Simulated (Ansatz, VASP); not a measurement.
**W3O: VASP beside Ansatz**

File INCAR:

```
ALGO = Fast ; EDIFF = 1E-6
ENCUT = 520 ; GGA = PE
ISIF = 2 ; ISMEAR = 0
LASPH = T ; LCHARG = F
LREAL = F ; LWAVE = F
NBANDS = 58 ; NELM = 100
PREC = Accurate ; SIGMA = 0.15
```

File KPOINTS:

```
k-points
0
Gamma
  8 8 8
```

POSCAR

```
W3O
1.0
    4.6891227558      0.0000000000      0.0000000000
    0.0000000000      4.6891227558      0.0000000000
    0.0000000000      0.0000000000      4.4937426410
W O
6 2
Direct
    0.5000000000      0.7500000000      0.0000000000
    0.0000000000      0.5000000000      0.7500000000
    0.2500000000      0.0000000000      0.5000000000
    0.5000000000      0.2500000000      0.0000000000
    0.0000000000      0.5000000000      0.2500000000
    0.7500000000      0.0000000000      0.5000000000
    0.5000000000      0.5000000000      0.5000000000
    0.0000000000      0.0000000000      0.0000000000
```

Input for Ansatz:

```yaml
crystal:
  lattice:
    - [4.6891227558, 0.0, 0.0]
    - [0.0, 4.6891227558, 0.0]
    - [0.0, 0.0, 4.493742641]
  atoms:
    - { symbol: W, position: [0.5, 0.75, 0.0] }
    - { symbol: W, position: [0.0, 0.5, 0.75] }
    - { symbol: W, position: [0.25, 0.0, 0.5] }
    - { symbol: W, position: [0.5, 0.25, 0.0] }
    - { symbol: W, position: [0.0, 0.5, 0.25] }
    - { symbol: W, position: [0.75, 0.0, 0.5] }
    - { symbol: O, position: [0.5, 0.5, 0.5] }
    - { symbol: O, position: [0.0, 0.0, 0.0] }
basis:
  ecutwfc: 420
kpoints:
  mp_grid: { grid: [8, 8, 8] }
hamiltonian:
  xc: pbe
scf:
  occupations: { method: gaussian, width: 0.15 }
output:
  forces: true
  stress: true
  eigenvalues: true
```

Change from the starting cell: strain -0.040 along x and y, -0.080 along z, atoms carried along.

Alike in both runs: task single point; functional PBE; k mesh 8 × 8 × 8; occupations gaussian, width 0.15 eV; no spin polarisation.

|  | VASP | Ansatz |
| --- | --- | --- |
| version | VASP 6.6.1 | Ansatz 0.2.0 |
| potentials or method | VASP PAW PBE potentials, release 64 (W_sv, O), cutoff 520 eV | scalar-relativistic, plane waves, PAW |
| valence electrons in the cell | 96 | 96 |

|  | VASP | Ansatz | Ansatz less VASP |
| --- | --- | --- | --- |
| gap on the k mesh at the Fermi level (eV) | none | none | - |
| pressure (GPa) | 57.3 | 54.9 | -2.45 |
| traceless stress, the component that is largest in VASP (GPa) | 6.79 | 5.95 | -0.843 |
| rms of the force components (eV/Å) | 0.132 | 0.131 | -0.0003 |

Atom by atom the forces differ by 0.000 eV/Å (rms over components). A gap of «none» marks a metal or a gap that the smearing closes. Both programs put the cell under a high pressure, so it lies far from rest at this level. The functional is the same, so the differences come from potentials, cutoffs and numerics.

Neither program's run includes spin-orbit coupling.
